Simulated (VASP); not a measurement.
Input of a VASP 6.6.1 run:

The input POSCAR:

```
MgI2
1.0
    4.1546520412      0.0000000000      0.0000000000
   -2.0773260206      3.5980342116      0.0000000000
    0.0000000000      0.0000000000      6.8748747758
Mg I
1 2
Direct
    0.0000000000      0.0000000000      0.0000000000
    0.3333333333      0.6666666667      0.7573381413
    0.6666666667      0.3333333333      0.2426618587
```

The input INCAR.step1:

```
PREC = Accurate
ENCUT = 520
ISMEAR = 0
SIGMA = 0.02
LREAL = False
LASPH = True
NELM = 100
NBANDS = 15
GGA = PE
ALGO = Normal
EDIFF = 1E-4
LWAVE = True
LCHARG = False
```

INCAR.step2

```
PREC = Accurate
ENCUT = 520
EDIFF = 1E-6
ISMEAR = 0
SIGMA = 0.02
LREAL = False
LASPH = True
NELM = 100
ALGO = Normal
ISIF = 2
LWAVE = False
LCHARG = True
METAGGA = R2SCAN
LMIXTAU = True
LUSE_VDW = True
IVDW_NL = 2
BPARAM = 11.95
CPARAM = 0.0093
LELF = True
LVHAR = True
NBANDS = 15
ISTART = 1
```

Contents of KPOINTS:

```
Automatic mesh
0
Gamma
  6 6 4
```

Potentials or basis: VASP PAW PBE potentials, release 64 (Mg, I).

Run with:

```sh
$ cat potpaw_PBE.64/Mg/POTCAR potpaw_PBE.64/I/POTCAR > POTCAR
$ cp INCAR.step1 INCAR
$ mpirun -np 1 vasp_std > vasp.out
$ cp INCAR.step2 INCAR
$ mpirun -np 1 vasp_std > vasp.out
```

**Question.** Predict the largest force.

**Answer.** 0.011 eV/Å.

**Question.** Estimate the pressure.

**Answer.** 0.0 GPa.

Forces in eV/Å, atoms in the order of the input:
```
Mg   0.000  0.000  0.000
I    0.000  0.000  0.011
I    0.000  0.000 -0.011
```

Caveat: the PAW data sets were made with another functional, which shifts forces and pressure a little.
